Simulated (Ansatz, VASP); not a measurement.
## Two plane-wave programs on BaTiO3

Contents of INCAR:

```
SYSTEM = BaTiO3
ALGO = Normal
EDIFF = 1E-6
ENCUT = 520
GGA = PE
ISIF = 2
ISMEAR = 0
LASPH = .True.
LCHARG = .True.
LELF = .True.
LREAL = .False.
LVHAR = .True.
LWAVE = .False.
NBANDS = 28
NELM = 60
PREC = Accurate
SIGMA = 0.05
```

Contents of KPOINTS:

```
k-points
0
Gamma
  6 6 6
  0 0 0
```

POSCAR

```
BaTiO3
1.0
    2.8630706910      1.6529946342      2.3563003940
   -2.8630706910      1.6529946342      2.3563003940
    0.0000000000     -3.3059892684      2.3563003940
Ba Ti O
1 1 3
Direct
   -0.0233384199     -0.0233384199     -0.0233384199
    0.5191875227      0.5191875227      0.5191875227
    0.4883938465      0.4883938465      0.9777702638
    0.4883938465      0.9777702638      0.4883938465
    0.9777702638      0.4883938465      0.4883938465
```

Input for Ansatz:

```yaml
crystal:
  lattice:
    - [2.863070691, 1.6529946342, 2.356300394]
    - [-2.863070691, 1.6529946342, 2.356300394]
    - [0.0, -3.3059892684, 2.356300394]
  atoms:
    - { symbol: Ba, position: [-0.0233384199, -0.0233384199, -0.0233384199] }
    - { symbol: Ti, position: [0.5191875227, 0.5191875227, 0.5191875227] }
    - { symbol: O, position: [0.4883938465, 0.4883938465, 0.9777702638] }
    - { symbol: O, position: [0.4883938465, 0.9777702638, 0.4883938465] }
    - { symbol: O, position: [0.9777702638, 0.4883938465, 0.4883938465] }
basis:
  ecutwfc: 420
kpoints:
  mp_grid: { grid: [6, 6, 6] }
hamiltonian:
  xc: pbe
scf:
  occupations: { method: gaussian, width: 0.05 }
output:
  forces: true
  stress: true
  eigenvalues: true
```

Change from the starting cell: all Ba atoms moved +0.200 Å, as atom 1 towards its neighbour atom 2 (Ti) at 3.434 Å.

Alike in both runs: task single point; functional PBE; k mesh 6 × 6 × 6; occupations gaussian, width 0.05 eV; no spin polarisation.

|  | VASP | Ansatz |
| --- | --- | --- |
| version | VASP 6.6.1 | Ansatz 0.2.0 |
| potentials or method | VASP PAW PBE potentials, release 64 (Ba_sv, Ti_sv, O), cutoff 520 eV | scalar-relativistic, plane waves, PAW |
| valence electrons in the cell | 40 | 40 |

```csv
,VASP,Ansatz,Ansatz less VASP
gap on the k mesh at the Fermi level (eV),2.55,2.60,+0.054
least direct gap on the mesh (eV),3.08,3.10,+0.017
pressure (GPa),2.0,0.4,-1.59
"traceless stress, the component that is largest in VASP (GPa)",0.83,0.89,+0.053
rms of the force components (eV/Å),0.347,0.319,-0.0282
```

Atom by atom the forces differ by 0.044 eV/Å (rms over components).

Spin-orbit coupling is off throughout.
